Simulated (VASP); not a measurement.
Write the native input for VASP 6.6.1 that does the following.

```yaml
Task: single point
Functional: PBE
Potentials_or_basis: VASP PAW PBE potentials, release 64 (La, Y_sv, F)
Cutoff: 520 eV
k_mesh: 4 × 4 × 4
Occupations: gaussian, width 0.1 eV
Spin: no spin polarisation
Dipole_correction: no
Further_INCAR_settings: ALGO = Normal; EDIFF = 1e-06; NBANDS = 40
```

The structure of LaY4F lies in POSCAR:

```
LaY4F
1.0
    5.3303078700      0.0000000000      0.0000000000
    0.0000000000      5.3303078700      0.0000000000
    0.0000000000      0.0000000000      4.7268566700
La Y F
1 4 1
Direct
    0.5000000000      0.5000000000      0.5000000000
    0.2554653300      0.2554653300      0.0000000000
    0.7445346700      0.7445346700      0.0000000000
    0.7445346700      0.2554653300      0.0000000000
    0.2554653300      0.7445346700      0.0000000000
    0.5000000000      0.5000000000      0.0000000000
```

The cell was generated, and may not be a known phase.

One way to write it, as run:

INCAR

```
  PREC = Accurate
  ENCUT = 520
  EDIFF = 1E-6
  ISMEAR = 0
  SIGMA = 0.1
  LREAL = F
  LASPH = T
  NELM = 100
  ALGO = Normal
  ISIF = 2
  LWAVE = F
  LCHARG = T
  GGA = PE
  LELF = T
  LVHAR = T
  NBANDS = 40
```

KPOINTS

```
regular mesh
0
Gamma
  4 4 4
```

Potentials or basis: VASP PAW PBE potentials, release 64 (La, Y_sv, F).

The run is started by

```sh
$ cat potpaw_PBE.64/La/POTCAR potpaw_PBE.64/Y_sv/POTCAR potpaw_PBE.64/F/POTCAR > POTCAR
$ mpirun -np 1 vasp_std > vasp.out
```

It gave:

```yaml
Pressure: 54.3 GPa
Largest_force: 11.328 eV/Å
Band_gap_on_the_k_mesh: zero (bands 31 and 32 overlap by 0.78 eV)
```

Caveat: the stress differs along the axes, from 19 to 72 GPa; spin-orbit coupling is left out, which moves the levels of the heavy elements; forces of over 1 eV/Å act on the atoms, so gaps and moduli don't describe the material at rest.

Wall time 72 s on 1 thread of Intel(R) Xeon(R) 6975P-C (Granite Rapids), with other jobs on the host, peak memory 0.3 GiB.
